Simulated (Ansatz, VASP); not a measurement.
**One calculation of CuO, two programs**

Contents of INCAR:

```
ALGO     = Normal         # electronic algorithm
EDIFF    = 1E-6           # SCF threshold, eV
ENCUT    = 520            # plane-wave cutoff, eV
GGA      = PS             # functional
ISIF     = 2              # what is computed and relaxed
ISMEAR   = -1             # smearing method
ISPIN    = 2              # spin polarisation
LASPH    = True           # aspherical terms in the spheres
LCHARG   = True           # write CHGCAR
LDAU     = True           # DFT+U
LDAUJ    = 0 0          
LDAUL    = 2 -1           # shell
LDAUPRINT= 1            
LDAUTYPE = 2            
LDAUU    = 6.6 0          # U, eV
LELF     = True           # ELF
LMAXMIX  = 4              # l up to which the mixer works
LORBIT   = 11             # projections on sites
LREAL    = False          # projectors in reciprocal space
LVHAR    = True         
LWAVE    = False          # write WAVECAR
MAGMOM   = 1 1 1 1 0 0 0 0 # initial moments
NBANDS   = 48             # bands
NELM     = 150            # most SCF steps
PREC     = Accurate       # precision mode
SIGMA    = 0.02           # smearing width, eV
```

Contents of KPOINTS:

```
k-points
0
Gamma
  7 7 2
```

POSCAR

```
CuO
1.0
    2.3395500000     -1.7402500000      0.0000000000
    2.3395500000      1.7402500000      0.0000000000
   -1.5304000000      0.0000000000     10.1215600000
Cu O
4 4
Direct
    0.0000000000      0.5000000000      0.0000000000
    0.0000000000      0.5000000000      0.5000000000
    0.5000000000      0.0000000000      0.2500000000
    0.5000000000      0.0000000000      0.7500000000
    0.5477000000      0.4523000000      0.1250000000
    0.5477000000      0.4523000000      0.6250000000
    0.4523000000      0.5477000000      0.3750000000
    0.4523000000      0.5477000000      0.8750000000
```

Input for Ansatz:

```yaml
crystal:
  lattice:
    - [2.33955, -1.74025, 0.0]
    - [2.33955, 1.74025, 0.0]
    - [-1.5304, 0.0, 10.12156]
  atoms:
    - { symbol: Cu, position: [0.0, 0.5, 0.0], spin: 1.0 }
    - { symbol: Cu, position: [0.0, 0.5, 0.5], spin: 1.0 }
    - { symbol: Cu, position: [0.5, 0.0, 0.25], spin: 1.0 }
    - { symbol: Cu, position: [0.5, 0.0, 0.75], spin: 1.0 }
    - { symbol: O, position: [0.5477, 0.4523, 0.125] }
    - { symbol: O, position: [0.5477, 0.4523, 0.625] }
    - { symbol: O, position: [0.4523, 0.5477, 0.375] }
    - { symbol: O, position: [0.4523, 0.5477, 0.875] }
magnetization:
  spin_polarized: true
hamiltonian:
  xc: pbesol
  pseudopotentials: { kind: paw }
  hubbard: { sites: [{ species: Cu, l: d, u_eff: 6.6 }] }
basis:
  ecutwfc: 420
kpoints:
  mp_grid: { grid: [7, 7, 2] }
scf:
  occupations: { method: fermi_dirac, width: 0.02 }
output:
  forces: true
  stress: true
  write_density: true
  write_potential: true
  elf: true
  volumetric_format: npy
```

Alike in both runs: task single point; functional PBEsol; k mesh 7 × 7 × 2; occupations fermi-dirac, width 0.02 eV; collinear spin; Hubbard terms Cu d U = 6.6 eV.

|  | VASP | Ansatz |
| --- | --- | --- |
| version | VASP 6.6.1 | Ansatz 0.2.0 |
| potentials or method | VASP PAW PBE potentials, release 64 (Cu, O), cutoff 520 eV | PAW, plane waves, scalar-relativistic |
| valence electrons in the cell | 68 | 100 |

```csv
,VASP,Ansatz,Ansatz less VASP
pressure (GPa),-4.2,2.3,+6.50
"traceless stress, the component that is largest in VASP (GPa)",4.36,4.22,-0.143
rms of the force components (eV/Å),0.124,0.152,+0.0275
net moment per atom (μB),0.50,0.49,-0.008
size of the moment on the site where the two differ most (μB),0.69,0.62,-0.073
```

VASP's potentials were made for PBE, not for PBEsol. Site moments also hang on the region over which each program counts them. The programs project onto different local orbitals, so the same U acts differently, and such runs can settle in different states. Atom by atom the forces differ by 0.027 eV/Å (rms over components). VASP's potentials hold 68 valence electrons a cell and Ansatz's 100, so a difference there can come from the potentials and not from the codes. Ansatz's warnings: filled band counts differ across k points.
